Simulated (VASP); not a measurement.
Here is a VASP 6.6.1 calculation.

Contents of INCAR:

```
SYSTEM = Cu
  ALGO = Normal
  EDIFF = 1E-7
  EDIFFG = -0.002
  ENCUT = 600
  GGA = PS
  IBRION = 2
  ISIF = 3
  ISMEAR = -1
  LASPH = .True.
  LCHARG = .False.
  LREAL = .False.
  LWAVE = .False.
  NELM = 80
  NSW = 100
  PREC = Accurate
  SIGMA = 0.05
```

File KPOINTS:

```
k-points
0
Gamma
  26 26 26
  0 0 0
```

The input POSCAR:

```
Cu
1.0
    0.0000000000      1.8075000000      1.8075000000
    1.8075000000      0.0000000000      1.8075000000
    1.8075000000      1.8075000000      0.0000000000
Cu
1
Direct
    0.0000000000      0.0000000000      0.0000000000
```

Potentials or basis: VASP PAW PBE potentials, release 64 (Cu).

Run with:

```console
$ cat potpaw_PBE.64/Cu/POTCAR > POTCAR
$ mpirun -np 1 vasp_std > vasp.out
```

Task: What does it give for the space group after relaxing (to 0.1 Å)?

Result: Fm-3m (No. 225).

Task: What does it give for the relaxed volume?

Result: 11.36 Å³/atom.

Task: Predict the band gap on the k mesh.

Result: Zero (an odd number of electrons rules out a gap without spin polarisation).

Task: What does it give for the relaxed cell?

Result: a = 2.524 Å, b = 2.524 Å, c = 2.524 Å, α = 60.00°, β = 60.00°, γ = 60.00°.

Final structure:
```yaml
crystal:
  lattice:
    - [0.00000, 1.78443, 1.78443]
    - [1.78443, 0.00000, 1.78443]
    - [1.78443, 1.78443, 0.00000]
  atoms:
    - { symbol: Cu, position: [0.00000, 0.00000, 0.00000] }
```

Caveat: the PAW data sets were made with another functional, which shifts forces and pressure a little.
